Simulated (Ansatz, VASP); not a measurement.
## BAs in VASP and in Ansatz

The input INCAR:

```
SYSTEM = BAs
  ALGO = Normal
  DIPOL = 0.5 0.5 0.500
  EDIFF = 1E-6
  ENCUT = 520
  GGA = PE
  IDIPOL = 3
  ISIF = 2
  ISMEAR = -1
  LASPH = .TRUE.
  LCHARG = .FALSE.
  LDIPOL = .TRUE.
  LREAL = .FALSE.
  LWAVE = .FALSE.
  NBANDS = 26
  NELM = 100
  PREC = Accurate
  SIGMA = 0.3
```

Contents of KPOINTS:

```
k-points
0
G
  9 9 1
  0 0 0
```

The input POSCAR:

```
BAs
1.0
    3.4003508765      0.0000000000      0.0000000000
   -1.7001754383      2.9447902409      0.0000000000
    0.0000000000      0.0000000000     24.0232183101
As B
4 4
Direct
    0.0000000000      0.0000000000      0.3121979704
    0.3333333333      0.6666666667      0.4277684502
    0.6666666667      0.3333333333      0.5433389299
    0.0000000000      0.0000000000      0.6589094096
    0.3333333333      0.6666666667      0.3410905904
    0.6666666667      0.3333333333      0.4566610701
    0.0000000000      0.0000000000      0.5722315498
    0.3333333333      0.6666666667      0.6878020296
```

Input for Ansatz:

```yaml
crystal:
  lattice:
    - [3.4003508765, 0.0, 0.0]
    - [-1.7001754383, 2.9447902409, 0.0]
    - [0.0, 0.0, 24.0232183101]
  atoms:
    - { symbol: As, position: [0.0, 0.0, 0.3121979704] }
    - { symbol: B, position: [0.3333333333, 0.6666666667, 0.3410905904] }
    - { symbol: As, position: [0.3333333333, 0.6666666667, 0.4277684502] }
    - { symbol: B, position: [0.6666666667, 0.3333333333, 0.4566610701] }
    - { symbol: As, position: [0.6666666667, 0.3333333333, 0.5433389299] }
    - { symbol: B, position: [0.0, 0.0, 0.5722315498] }
    - { symbol: As, position: [0.0, 0.0, 0.6589094096] }
    - { symbol: B, position: [0.3333333333, 0.6666666667, 0.6878020296] }
basis:
  ecutwfc: 420
kpoints:
  mp_grid: { grid: [9, 9, 1] }
hamiltonian:
  xc: pbe
scf:
  occupations: { method: fermi_dirac, width: 0.3 }
output:
  forces: true
  stress: true
  eigenvalues: true
efield:
  axis: 3
  dipole_correction: true
  ramp_width: 0.04
```

Alike in both runs: task single point; functional PBE; k mesh 9 × 9 × 1; occupations fermi-dirac, width 0.3 eV; no spin polarisation.

|  | VASP | Ansatz |
| --- | --- | --- |
| version | VASP 6.6.1 | Ansatz 0.2.0 |
| potentials or method | VASP PAW PBE potentials, release 64 (As, B), cutoff 520 eV | scalar-relativistic, plane waves, PAW |
| valence electrons in the cell | 32 | 72 |

Ansatz gave:

```
gap on the k mesh at the Fermi level (eV) : none
rms of the force components (eV/Å)        : 0.559
```

**Question.** Which values does VASP return?

**Answer.** gap on the k mesh at the Fermi level (eV): none; rms of the force components (eV/Å): 0.556.

A gap of «none» marks a metal or a gap that the smearing closes. The functional is the same, so the differences come from potentials, cutoffs and numerics. VASP's potentials hold 32 valence electrons a cell and Ansatz's 72, so a difference there can come from the potentials and not from the codes.
